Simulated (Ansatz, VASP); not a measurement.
Si in VASP and in Ansatz

The input POSCAR:

```
Si
1.0
   -2.2528036893      2.2528036893      1.3624970246
    2.2528036893     -2.2528036893      1.3624970246
    2.2528036893      2.2528036893     -1.3624970246
Si
2
Direct
    0.2500000000      0.7500000000      0.5000000000
    0.5000000000      0.5000000000      0.0000000000
```

File INCAR.step1:

```
  PREC = Accurate
  ENCUT = 520
  ISMEAR = 0
  SIGMA = 0.15
  LREAL = F
  LASPH = T
  NELM = 80
  NBANDS = 11
  GGA = PE
  ALGO = Normal
  EDIFF = 1E-4
  LWAVE = T
  LCHARG = F
```

INCAR.step2

```
  PREC = Accurate
  ENCUT = 520
  EDIFF = 1E-6
  ISMEAR = 0
  SIGMA = 0.15
  LREAL = F
  LASPH = T
  NELM = 80
  ALGO = Normal
  ISIF = 2
  LWAVE = F
  LCHARG = T
  METAGGA = R2SCAN
  LMIXTAU = T
  LELF = T
  LVHAR = T
  NBANDS = 11
  ISTART = 1
```

Contents of KPOINTS:

```
regular mesh
0
Gamma
  20 20 20
```

Input for Ansatz:

```yaml
crystal:
  lattice:
    - [-2.2528036893, 2.2528036893, 1.3624970246]
    - [2.2528036893, -2.2528036893, 1.3624970246]
    - [2.2528036893, 2.2528036893, -1.3624970246]
  atoms:
    - { symbol: Si, position: [0.25, 0.75, 0.5] }
    - { symbol: Si, position: [0.5, 0.5, 0.0] }
basis:
  ecutwfc: 500
kpoints:
  mp_grid: { grid: [20, 20, 20] }
hamiltonian:
  xc: r2scan
scf:
  occupations: { method: gaussian, width: 0.15 }
output:
  forces: true
  stress: true
  eigenvalues: true
```

Change from the starting cell: strain -0.050 along x and y, +0.025 along z, atoms carried along.

Alike in both runs: task single point; functional r2SCAN; k mesh 20 × 20 × 20; occupations gaussian, width 0.15 eV; no spin polarisation.

|  | VASP | Ansatz |
| --- | --- | --- |
| version | VASP 6.6.1 | Ansatz 0.2.0 |
| potentials or method | VASP PAW PBE potentials, release 64 (Si), cutoff 520 eV | scalar-relativistic, plane waves, PAW |
| valence electrons in the cell | 8 | 8 |

VASP gave:

```
gap on the k mesh at the Fermi level (eV)                     : none
pressure (GPa)                                                : 16.5
traceless stress, the component that is largest in VASP (GPa) : -9.30
```

Problem. Which values does Ansatz return?

Solution. gap on the k mesh at the Fermi level (eV): none; pressure (GPa): 16.6; traceless stress, the component that is largest in VASP (GPa): -9.49.

VASP's potentials were made for PBE, not for r2SCAN. A gap of «none» marks a metal or a gap that the smearing closes.
